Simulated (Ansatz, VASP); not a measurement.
SnO2: VASP beside Ansatz

Contents of INCAR:

```
SYSTEM = SnO2
  PREC = Accurate
  ENCUT = 520
  EDIFF = 1E-6
  ISMEAR = 0
  SIGMA = 0.05
  LREAL = .FALSE.
  LASPH = .TRUE.
  NELM = 80
  ALGO = Normal
  ISIF = 2
  LWAVE = .FALSE.
  LCHARG = .TRUE.
  GGA = CA
  LELF = .TRUE.
  LVHAR = .TRUE.
  NBANDS = 35
```

File KPOINTS:

```
Automatic mesh
0
G
  10 10 10
  0 0 0
```

POSCAR

```
SnO2
1.0
   -2.1450020794      2.1450020794      4.6829543671
    2.1450020794     -2.1450020794      4.6829543671
    2.1450020794      2.1450020794     -4.6829543671
Sn O
2 4
Direct
    0.7500000000      0.2500000000      0.5000000000
    0.0000000000      0.0000000000      0.0000000000
    0.7969975834      0.7969975834      0.0000000000
    0.9530024166      0.4530024166      0.5000000000
    0.2030024166      0.2030024166      0.0000000000
    0.5469975834      0.0469975834      0.5000000000
```

Input for Ansatz:

```yaml
crystal:
  lattice:
    - [-2.1450020794, 2.1450020794, 4.6829543671]
    - [2.1450020794, -2.1450020794, 4.6829543671]
    - [2.1450020794, 2.1450020794, -4.6829543671]
  atoms:
    - { symbol: Sn, position: [0.75, 0.25, 0.5] }
    - { symbol: Sn, position: [0.0, 0.0, 0.0] }
    - { symbol: O, position: [0.7969975834, 0.7969975834, 0.0] }
    - { symbol: O, position: [0.9530024166, 0.4530024166, 0.5] }
    - { symbol: O, position: [0.2030024166, 0.2030024166, 0.0] }
    - { symbol: O, position: [0.5469975834, 0.0469975834, 0.5] }
basis:
  ecutwfc: 420
kpoints:
  mp_grid: { grid: [10, 10, 10] }
hamiltonian:
  xc: lda
scf:
  occupations: { method: gaussian, width: 0.05 }
output:
  forces: true
  stress: true
  eigenvalues: true
```

Change from the starting cell: strain +0.080 along x and y, -0.080 along z, atoms carried along.

Alike in both runs: task single point; functional LDA; k mesh 10 × 10 × 10; occupations gaussian, width 0.05 eV; no spin polarisation.

|  | VASP | Ansatz |
| --- | --- | --- |
| version | VASP 6.6.1 | Ansatz 0.2.0 |
| potentials or method | VASP PAW LDA potentials, release 64 (Sn_d, O), cutoff 520 eV | scalar-relativistic, plane waves, PAW |
| valence electrons in the cell | 52 | 52 |

Ansatz gave:

```
gap on the k mesh at the Fermi level (eV)                     : 1.95
least direct gap on the mesh (eV)                             : 2.38
pressure (GPa)                                                : -0.3
traceless stress, the component that is largest in VASP (GPa) : 23.36
rms of the force components (eV/Å)                            : 0.901
```

Estimate VASP's values.

gap on the k mesh at the Fermi level (eV): 1.96; least direct gap on the mesh (eV): 2.39; pressure (GPa): 0.4; traceless stress, the component that is largest in VASP (GPa): 24.26; rms of the force components (eV/Å): 0.947.

LDA's correlation is that of Perdew and Zunger in VASP and of Perdew and Wang (1992) in Ansatz. Atom by atom the forces differ by 0.046 eV/Å (rms over components).
